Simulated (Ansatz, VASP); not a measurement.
One calculation of PtS2, two programs

INCAR

```
ALGO = Normal
EDIFF = 1E-6
ENCUT = 520
GGA = PE
ISIF = 2
ISMEAR = 0
LASPH = True
LCHARG = False
LDAU = True
LDAUJ = 0 0
LDAUL = 2 -1
LDAUPRINT = 1
LDAUTYPE = 2
LDAUU = 1 0
LMAXMIX = 4
LREAL = False
LWAVE = False
NBANDS = 18
NELM = 150
PREC = Accurate
SIGMA = 0.01
```

Contents of KPOINTS:

```
k-points
0
Gamma
  6 6 4
```

The input POSCAR:

```
PtS2
1.0
    3.5666650568      0.0000000000      0.0000000000
   -1.7833325284      3.0888225460      0.0000000000
    0.0000000000      0.0000000000      5.0721705089
Pt S
1 2
Direct
    0.0000000000      0.0000000000      0.0000000000
    0.3333333333      0.6666666667      0.2500000000
    0.6666666667      0.3333333333      0.7500000000
```

Input for Ansatz:

```yaml
crystal:
  lattice:
    - [3.5666650568, 0.0, 0.0]
    - [-1.7833325284, 3.088822546, 0.0]
    - [0.0, 0.0, 5.0721705089]
  atoms:
    - { symbol: Pt, position: [0.0, 0.0, 0.0] }
    - { symbol: S, position: [0.3333333333, 0.6666666667, 0.25] }
    - { symbol: S, position: [0.6666666667, 0.3333333333, 0.75] }
basis:
  ecutwfc: 420
kpoints:
  mp_grid: { grid: [6, 6, 4] }
hamiltonian:
  xc: pbe
  hubbard: { sites: [{ species: Pt, l: d, u_eff: 1.0 }], projectors: atomic }
scf:
  occupations: { method: fixed }
  convergence: { dr2_threshold: "1e-7 eV" }
output:
  forces: true
  stress: true
  eigenvalues: true
```

Alike in both runs: task single point; functional PBE; k mesh 6 × 6 × 4; no spin polarisation; Hubbard terms Pt d U = 1.0 eV.

|  | VASP | Ansatz |
| --- | --- | --- |
| version | VASP 6.6.1 | Ansatz 0.2.0 |
| potentials or method | VASP PAW PBE potentials, release 64 (Pt, S), cutoff 520 eV | scalar-relativistic, plane waves, PAW |
| occupations | gaussian, width 0.01 eV | fixed |
| valence electrons in the cell | 22 | 30 |

Ansatz gave:

| Quantity | Value |
| --- | --- |
| gap on the k mesh at the Fermi level (eV) | 0.52 |
| least direct gap on the mesh (eV) | 1.29 |
| pressure (GPa) | -0.6 |
| traceless stress, the component that is largest in VASP (GPa) | -1.10 |
| rms of the force components (eV/Å) | 0.275 |

Problem. Estimate VASP's values.

Solution. gap on the k mesh at the Fermi level (eV): 0.51; least direct gap on the mesh (eV): 1.31; pressure (GPa): -1.2; traceless stress, the component that is largest in VASP (GPa): -0.73; rms of the force components (eV/Å): 0.294.

The programs project onto different local orbitals, so the same U acts differently, and such runs can settle in different states. Atom by atom the forces differ by 0.019 eV/Å (rms over components). VASP's potentials hold 22 valence electrons a cell and Ansatz's 30, so a difference there can come from the potentials and not from the codes. Ansatz's warnings: stress scf threshold loose.

Spin-orbit coupling is off throughout.
